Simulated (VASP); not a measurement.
# ZrN (Fm-3m) in VASP: further runs

The runs below take ZrN through single point, with PBE.

All numbers are computed with VASP 6.6.1; they aren't measurements. Logs are shortened: lines on timing, memory, paths and dates and some standing lists are left out, and cuts for length are marked.

## 1. The cell of the first run

It takes space group Fm-3m (No. 225, cubic). Conventional cell: a = 4.595 Å, b = 4.595 Å, c = 4.595 Å, α = 90.00°, β = 90.00°, γ = 90.00°. Zr (site symmetry m-3m) has 6 N at 2.30 Å within 3.0 Å. N (site symmetry m-3m) has 6 Zr at 2.30 Å within 3.0 Å.

## 2. Single point, PBE

Input file INCAR:

```
SYSTEM = ZrN
  PREC = Accurate
  ENCUT = 600
  EDIFF = 1E-6
  ISMEAR = 0
  SIGMA = 0.1
  LREAL = .FALSE.
  LASPH = .TRUE.
  NELM = 120
  ALGO = Normal
  ISIF = 2
  LWAVE = .FALSE.
  LCHARG = .FALSE.
  GGA = PE
  NBANDS = 16
  GGA_COMPAT = .FALSE.
```

Input file KPOINTS:

```
Automatic mesh
0
G
  16 16 16
  0 0 0
```

Input file POSCAR:

```
ZrN
1.0
    0.0000000000      2.2973258792      2.2973258792
    2.2973258792      0.0000000000      2.2973258792
    2.2973258792      2.2973258792      0.0000000000
Zr N
1 1
Direct
    0.0000000000      0.0000000000      0.0000000000
    0.5000000000      0.5000000000      0.5000000000
```

Potentials or basis: VASP PAW PBE potentials, release 64 (Zr_sv, N).

Command:

```bash
$ cat potpaw_PBE.64/Zr_sv/POTCAR potpaw_PBE.64/N/POTCAR > POTCAR
$ mpirun -np 1 vasp_std > vasp.out
```

OUTCAR:

```text
SYSTEM = ZrN
   PREC = Accurate
   ENCUT = 600
   EDIFF = 1E-6
   ISMEAR = 0
   LREAL = .FALSE.
   LASPH = .TRUE.
   NELM = 120
   ISIF = 2
   GGA = PE

 ion  position               nearest neighbor table
   1  0.000  0.000  0.000-   2 2.30   2 2.30   2 2.30   2 2.30   2 2.30   2 2.30
   2  0.500  0.500  0.500-   1 2.30   1 2.30   1 2.30   1 2.30   1 2.30   1 2.30

  LATTYP: Found a face centered cubic cell.
 ALAT       =     4.5946517584

  Lattice vectors:

 A1 = (   0.0000000000,   2.2973258792,   2.2973258792)
 A2 = (   2.2973258792,   0.0000000000,   2.2973258792)
 A3 = (   2.2973258792,   2.2973258792,   0.0000000000)

Analysis of symmetry for initial positions (statically):
=====================================================================
 Subroutine PRICEL returns:
 Original cell was already a primitive cell.

 Routine SETGRP: Setting up the symmetry group for a
 face centered cubic supercell.

 Subroutine GETGRP returns: Found 48 space group operations
 (whereof 48 operations were pure point group operations)
 out of a pool of 48 trial point group operations.

The static configuration has the point symmetry O_h .

Analysis of symmetry for dynamics (positions and initial velocities):
=====================================================================
 Subroutine PRICEL returns:
 Original cell was already a primitive cell.

 Routine SETGRP: Setting up the symmetry group for a
 face centered cubic supercell.

 Subroutine GETGRP returns: Found 48 space group operations
 (whereof 48 operations were pure point group operations)
 out of a pool of 48 trial point group operations.

The dynamic configuration has the point symmetry O_h .

 Subroutine INISYM returns: Found 48 space group operations
 (whereof 48 operations are pure point group operations),
 and found     1 'primitive' translations

----------------------------------------------------------------------------------------

                                     Primitive cell

  volume of cell :      24.2492

  direct lattice vectors                    reciprocal lattice vectors
     0.000000000  2.297325879  2.297325879    -0.217644351  0.217644351  0.217644351
     2.297325879  0.000000000  2.297325879     0.217644351 -0.217644351  0.217644351
     2.297325879  2.297325879  0.000000000     0.217644351  0.217644351 -0.217644351

  length of vectors
     3.248909416  3.248909416  3.248909416     0.376971074  0.376971074  0.376971074

  position of ions in fractional coordinates (direct lattice)
     0.000000000  0.000000000  0.000000000
     0.500000000  0.500000000  0.500000000

  ion indices of the primitive-cell ions
   primitive index   ion index
                 1           1
                 2           2

----------------------------------------------------------------------------------------

 KPOINTS: Automatic mesh

Automatic generation of k-mesh.
 Grid dimensions read from file:
 generate k-points for:   16   16   16

 Generating k-lattice:

  Cartesian coordinates                     Fractional coordinates (reciprocal lattice)
    -0.013602772  0.013602772  0.013602772     0.062500000  0.000000000  0.000000000
     0.013602772 -0.013602772  0.013602772     0.000000000  0.062500000  0.000000000
     0.013602772  0.013602772 -0.013602772     0.000000000  0.000000000  0.062500000

  Length of vectors
     0.023560692  0.023560692  0.023560692

  Shift w.r.t. Gamma in fractional coordinates (k-lattice)
     0.000000000  0.000000000  0.000000000

 Subroutine IBZKPT returns following result:
 ===========================================

 Found    145 irreducible k-points:

 Following reciprocal coordinates:
            Coordinates               Weight
  0.000000  0.000000  0.000000      1.000000
  0.062500  0.000000  0.000000      8.000000
  0.125000  0.000000  0.000000      8.000000
  0.187500  0.000000  0.000000      8.000000
  0.250000  0.000000  0.000000      8.000000
  0.312500  0.000000  0.000000      8.000000
[... 16 lines left out ...]
 -0.125000  0.062500  0.000000     24.000000
 -0.062500  0.062500  0.000000     12.000000
 [... further k-points ...]
   k-points           NKPTS =    145   k-points in BZ     NKDIM =    145   number of bands    NBANDS=     16
   number of dos      NEDOS =    301   number of ions     NIONS =      2
   total plane-waves  NPLWV =  21952
   dimension x,y,z NGX =    28 NGY =   28 NGZ =   28
   dimension x,y,z NGXF=    56 NGYF=   56 NGZF=   56
   ions per type =               1   1
   NGX,Y,Z   is equivalent  to a cutoff of  14.33, 14.33, 14.33 a.u.
   NGXF,Y,Z  is equivalent  to a cutoff of  28.66, 28.66, 28.66 a.u.
 SYSTEM =  ZrN
   PREC   = accura    normal or accurate (medium, high low for compatibility)
   ISTART =      0    job   : 0-new  1-cont  2-samecut
   ICHARG =      2    charge: 1-file 2-atom 10-const
   ISPIN  =      1    spin polarized calculation?
   LNONCOLLINEAR =      F non collinear calculations
   LSORBIT =      F    spin-orbit coupling
   LASPH  =      T    aspherical Exc in radial PAW
   ENCUT  =  600.0 eV  44.10 Ry    6.64 a.u.   6.49  6.49  6.49*2*pi/ulx,y,z
   NELM   =    120;   NELMIN=  2; NELMDL= -5     # of ELM steps
   EDIFF  = 0.1E-05   stopping-criterion for ELM
   LREAL  =      F    real-space projection
   EDIFFG = 0.1E-04   stopping-criterion for IOM
   NSW    =      0    number of steps for IOM
   IBRION =     -1    ionic relax: 0-MD 1-quasi-New 2-CG
   NFREE  =      0    steps in history (QN), initial steepest desc. (CG)
   ISIF   =      2    stress and relaxation
   ISYM   =      2    0-nonsym 1-usesym 2-fastsym
   POTIM  = 0.5000    time-step for ionic-motion
   TEBEG  =    0.0;   TEEND  =   0.0 temperature during run
   PSTRESS=    0.0 pullay stress
   NELECT =      17.0000    total number of electrons
   NUPDOWN=      -1.0000    fix difference up-down
   EMIN   =  10.00;   EMAX   =-10.00  energy-range for DOS
   EFERMI =   0.00;   METHOD = LEGACY
   ISMEAR =     0;   SIGMA  =   0.10  broadening in eV -4-tet -1-fermi 0-gaus
   EFERMI_NEDOS =   21; number of points for ismear=-14 and -15
   IALGO  =     38    algorithm
   IMIX   =      4    mixing-type and parameters
     AMIX     =   0.40;   BMIX     =  1.00
     AMIX_MAG =   1.60;   BMIX_MAG =  1.00
  volume/ion in A,a.u.               =      12.12        81.82
  Fermi-wavevector in a.u.,A,eV,Ry     =   1.454315  2.748257 28.776766  2.115033
  Thomas-Fermi vector in A             =   2.571480
   LORBIT       =      0    0 simple, 1 ext, 2 COOP (PROOUT), +10 PAW based schemes
   GGA     = PE    functional components
   LHFCALC =     F    Hartree Fock is set to
   AEXX    =    0.0000 exact exchange contribution
   IVDW    =     0    specifies the selected vdW correction
   LEPSILON=     F    determine dielectric tensor
   LRPA    =     F    only Hartree local field effects (RPA)
 non-spin polarized calculation
 Gauss-broadening in eV      SIGMA  =   0.10
  energy-cutoff  :      600.00
  volume of cell :       24.25
 maximum number of plane-waves:       869
 NGX is ok and might be reduce to    28
   NGX = 13   NGY = 13   NGZ = 13

 number of electron      17.0000000 magnetization

 Free energy of the ion-electron system (eV)
  ---------------------------------------------------
  ext. energy  EPLUGINS =         0.00000000
  ---------------------------------------------------
  free energy    TOTEN  =       -20.37468869 eV

  energy without entropy =      -20.37091569  energy(sigma->0) =      -20.37280219

 E-fermi :  11.8869     XC(G=0): -12.4708

 val. band max:       11.8792307008   @ k =   0.4375   0.1875   0.0625
 cond. band min:      11.8934116897   @ k =  -0.1250   0.0625   0.0000
 fundamental gap:      0.0141809889
 Fermi energy:        11.8868742618

 k-point     1 :       0.0000    0.0000    0.0000
  band No.  band energies     occupation
      1     -37.7231      2.00000
      2     -15.3507      2.00000
      3     -15.3507      2.00000
      4     -15.3507      2.00000
      5      -4.3587      2.00000
      6       9.2391      2.00000
[... 8 lines left out ...]
     15      21.0588      0.00000
     16      34.2594      0.00000

 k-point     2 :       0.0625    0.0000    0.0000
  band No.  band energies     occupation
      1     -37.7179      2.00000
      2     -15.3989      2.00000
      3     -15.3542      2.00000
      4     -15.3542      2.00000
      5      -4.2800      2.00000
      6       8.8938      2.00000
[... 8 lines left out ...]
     15      21.3241      0.00000
     16      33.2623      0.00000

 k-point     3 :       0.1250    0.0000    0.0000
  band No.  band energies     occupation
      1     -37.7033      2.00000
      2     -15.5335      2.00000
      3     -15.3644      2.00000
      4     -15.3644      2.00000
      5      -4.0561      2.00000
      6       8.1092      2.00000
[... 8 lines left out ...]
     15      22.0549      0.00000
     16      31.6023      0.00000

 k-point     4 :       0.1875    0.0000    0.0000
  band No.  band energies     occupation
      1     -37.6812      2.00000
      2     -15.7280      2.00000
      3     -15.3795      2.00000
      4     -15.3795      2.00000
      5      -3.7204      2.00000
      6       7.1888      2.00000
[... 8 lines left out ...]
     15      23.0480      0.00000
     16      30.1098      0.00000
[... 324 lines left out ...]
 k-point    22 :      -0.1875    0.0625    0.0000
  band No.  band energies     occupation
      1     -37.6690      2.00000
      2     -15.8080      2.00000
      3     -15.4280      2.00000
      4     -15.3704      2.00000
      5      -3.5550      2.00000
      6       6.7338      2.00000
[... 8 lines left out ...]
     15      23.5341      0.00000
     16      28.6159      0.00000

 k-point    23 :      -0.1250    0.0625    0.0000
  band No.  band energies     occupation
      1     -37.6925      2.00000
      2     -15.6113      2.00000
      3     -15.4039      2.00000
      4     -15.3576      2.00000
      5      -3.9010      2.00000
      6       7.5717      2.00000
[... 8 lines left out ...]
     15      22.5656      0.00000
     16      30.2619      0.00000

 k-point    24 :      -0.0625    0.0625    0.0000
  band No.  band energies     occupation
      1     -37.7096      2.00000
      2     -15.4656      2.00000
      3     -15.3780      2.00000
      4     -15.3520      2.00000
      5      -4.1552      2.00000
      6       8.3513      2.00000
[... 8 lines left out ...]
     15      21.7437      0.00000
     16      32.0298      0.00000

 [... further k-points ...]

------------------------ aborting loop because EDIFF is reached ----------------------------------------

  FORCE on cell =-STRESS in cart. coord.  units (eV):
  Direction    XX          YY          ZZ          XY          YZ          ZX
  --------------------------------------------------------------------------------------
  -------------------------------------------------------------------------------------
  Total        0.0222536      0.0222536      0.0222536      0.0000000      0.0000000      0.0000000
  in kB        1.4703260      1.4703260      1.4703260      0.0000000      0.0000000      0.0000000
  external PRESSURE =       1.4703260 kB  Pullay stress =       0.0000000 kB

 VOLUME and BASIS-vectors are now :
 -----------------------------------------------------------------------------
  energy-cutoff  :      600.00
  volume of cell :       24.25
      direct lattice vectors                 reciprocal lattice vectors
     0.000000000  2.297325879  2.297325879    -0.217644351  0.217644351  0.217644351
     2.297325879  0.000000000  2.297325879     0.217644351 -0.217644351  0.217644351
     2.297325879  2.297325879  0.000000000     0.217644351  0.217644351 -0.217644351

 POSITION                                       TOTAL-FORCE (eV/Angst)
 -----------------------------------------------------------------------------------
      0.00000      0.00000      0.00000         0.000000      0.000000     -0.000000
      2.29733      2.29733      2.29733         0.000000     -0.000000      0.000000
 -----------------------------------------------------------------------------------
    total drift:                                0.000000      0.000000      0.000000

  FREE ENERGIE OF THE ION-ELECTRON SYSTEM (eV)
  ---------------------------------------------------
  free  energy   TOTEN  =       -20.3746886908 eV

  energy  without entropy=      -20.3709156926  energy(sigma->0) =      -20.37280219
```

Wall time 31 s (1 thread of Intel Xeon 6975P-C (Granite Rapids), shared host); peak memory 0.21 GiB.

What came out:

```yaml
Free_energy: -20.3747 eV
Pressure: 0.1 GPa
Band_gap_on_the_k_mesh: zero (an odd number of electrons rules out a gap without spin polarisation)
```

(Part 1 of 2 ends here.)
